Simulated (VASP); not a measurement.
Wanted: the native input for a VASP 6.6.1 run.

```yaml
Task: relaxation of cell and atoms
Functional: PBE
Potentials_or_basis: VASP PAW PBE potentials, release 64 (Rb_sv, Ge_d, N)
Cutoff: 600 eV
k_mesh: 10 × 10 × 12
Occupations: gaussian, width 0.1 eV
Spin: no spin polarisation
Dipole_correction: no
Further_INCAR_settings: ALGO = Normal; EDIFF = 1e-06; IBRION = 2; EDIFFG = -0.01; NSW = 100; ISIF = 3
```

The structure of RbGeN lies in POSCAR:

```
RbGeN
1.0
    4.9132930892      0.0000000000      0.0000000000
    0.0000000000      4.9132930892      0.0000000000
    0.0000000000      0.0000000000      3.8601410920
Rb Ge N
1 1 1
Direct
    0.5000000000      0.5000000000      0.5000000000
    0.0000000000      0.0000000000      0.5000000000
    0.0000000000      0.0000000000      0.0000000000
```

The cell was built from a structure type or drawn by symmetry, and may not be a known phase.

The input as run:

INCAR

```
SYSTEM = RbGeN
PREC = Accurate
ENCUT = 600
EDIFF = 1E-6
ISMEAR = 0
SIGMA = 0.1
LREAL = .FALSE.
LASPH = .TRUE.
NELM = 100
ALGO = Normal
ISIF = 3
LWAVE = .FALSE.
LCHARG = .FALSE.
GGA = PE
IBRION = 2
NSW = 100
EDIFFG = -0.01
```

KPOINTS

```
regular mesh
0
G
  10 10 12
  0 0 0
```

Potentials or basis: VASP PAW PBE potentials, release 64 (Rb_sv, Ge_d, N).

Run with:

```console
$ cat potpaw_PBE.64/Rb_sv/POTCAR potpaw_PBE.64/Ge_d/POTCAR potpaw_PBE.64/N/POTCAR > POTCAR
$ mpirun -np 1 vasp_std > vasp.out
```

Results of the run:

The relaxed volume is 30.40 Å³/atom. The relaxed cell is a = 4.900 Å, b = 4.900 Å, c = 3.798 Å, α = 90.00°, β = 90.00°, γ = 90.00°, the space group after relaxing (to 0.1 Å) is P4/mmm (No. 123) and the energy gained by relaxing is 5.1 meV/atom. The ionic steps are 15. The pressure after relaxing is 0.0 GPa. The band gap on the k mesh is zero (bands 14 and 15 overlap by 0.83 eV).

Wall time 21 min on 1 thread of Intel(R) Xeon(R) Platinum 8259CL CPU @ 2.50GHz (Skylake/Cascade Lake), on a shared host, peak memory 0.49 GiB.
